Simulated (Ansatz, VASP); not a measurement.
# One calculation of Sn, two programs

File INCAR:

```
PREC = Accurate
ENCUT = 520
EDIFF = 1E-6
ISMEAR = -1
SIGMA = 0.1
LREAL = F
LASPH = T
NELM = 60
ALGO = Normal
ISIF = 2
LWAVE = F
LCHARG = T
GGA = CA
LELF = T
LVHAR = T
NBANDS = 21
```

Contents of KPOINTS:

```
Automatic mesh
0
Gamma
  12 12 7
```

File POSCAR:

```
Sn
1.0
    3.1963560301      0.0000000000      0.0000000000
   -1.5981780151      2.7681255216      0.0000000000
    0.0000000000      0.0000000000      5.3183710578
Sn
2
Direct
    0.3333333333      0.6666666667      0.2500000000
    0.6666666667      0.3333333333      0.7500000000
```

Input for Ansatz:

```yaml
crystal:
  lattice:
    - [3.1963560301, 0.0, 0.0]
    - [-1.5981780151, 2.7681255216, 0.0]
    - [0.0, 0.0, 5.3183710578]
  atoms:
    - { symbol: Sn, position: [0.3333333333, 0.6666666667, 0.25] }
    - { symbol: Sn, position: [0.6666666667, 0.3333333333, 0.75] }
hamiltonian:
  xc: lda
  pseudopotentials:
    kind: paw
    azcp:
      Sn: "pseudopotentials/Sn.paw.azcp"
basis:
  ecutwfc: 420
  fft_grid_basis: typed
kpoints:
  mp_grid: { grid: [12, 12, 7], shift: [0, 0, 0] }
magnetization:
  spin_polarized: false
scf:
  occupations: { method: fermi_dirac, width: 0.1 }
  lower_state_search: "off"
output:
  stress: true
```

Alike in both runs: task single point; functional LDA; k mesh 12 × 12 × 7; occupations fermi-dirac, width 0.1 eV; no spin polarisation.

|  | VASP | Ansatz |
| --- | --- | --- |
| version | VASP 6.6.1 | Ansatz 0.2.0 |
| potentials or method | VASP PAW LDA potentials, release 64 (Sn_d), cutoff 520 eV | plane waves (420 eV) with PAW, scalar-relativistic |
| valence electrons in the cell | 28 | 28 |

|  | VASP | Ansatz | Ansatz less VASP |
| --- | --- | --- | --- |
| pressure (GPa) | 6.0 | 5.9 | -0.04 |
| traceless stress, the component that is largest in VASP (GPa) | -1.68 | -1.65 | +0.022 |

Ansatz warns that its potentials were made for another functional, while VASP's fit it. LDA's correlation is that of Perdew and Zunger in VASP and of Perdew and Wang (1992) in Ansatz.
